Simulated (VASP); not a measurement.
Wanted: the native input for a VASP 6.6.1 run.

| Property | Result |
| --- | --- |
| Task | single point |
| Functional | PBE |
| Potentials or basis | VASP PAW PBE potentials, release 64 (Mo_sv, C) |
| Cutoff | 520 eV |
| k mesh | 12 × 12 × 12 |
| Occupations | gaussian, width 0.1 eV |
| Spin | no spin polarisation |
| Dipole correction | no |
| Further INCAR settings | ALGO = Normal; EDIFF = 1e-06; NBANDS = 31 |

The structure of Mo3C lies in POSCAR:

```
Mo3C
1.0
    3.7524633794      0.0000000000      0.0000000000
    0.0000000000      3.7524633794      0.0000000000
    0.0000000000      0.0000000000      3.7524633794
Mo C
3 1
Direct
    0.0000000000      0.5000000000      0.5000000000
    0.5000000000      0.0000000000      0.5000000000
    0.5000000000      0.5000000000      0.0000000000
    0.0000000000      0.0000000000      0.0000000000
```

The input as run:

INCAR

```
SYSTEM = Mo3C
PREC = Accurate
ENCUT = 520
EDIFF = 1E-6
ISMEAR = 0
SIGMA = 0.1
LREAL = .FALSE.
LASPH = .TRUE.
NELM = 80
ALGO = Normal
ISIF = 2
LWAVE = .FALSE.
LCHARG = .FALSE.
GGA = PE
NBANDS = 31
```

KPOINTS

```
regular mesh
0
G
  12 12 12
  0 0 0
```

Potentials or basis: VASP PAW PBE potentials, release 64 (Mo_sv, C).

The run is started by

```bash
$ cat potpaw_PBE.64/Mo_sv/POTCAR potpaw_PBE.64/C/POTCAR > POTCAR
$ mpirun -np 1 vasp_std > vasp.out
```

It gave:

The pressure is 0.6 GPa. The band gap on the k mesh is zero (band 23 reaches 13.39 eV, above the bottom of band 24 at 12.05 eV).

Run time: 65 s on 1 thread of Intel Xeon 6975P-C, on a shared host, peak memory 0.23 GiB.
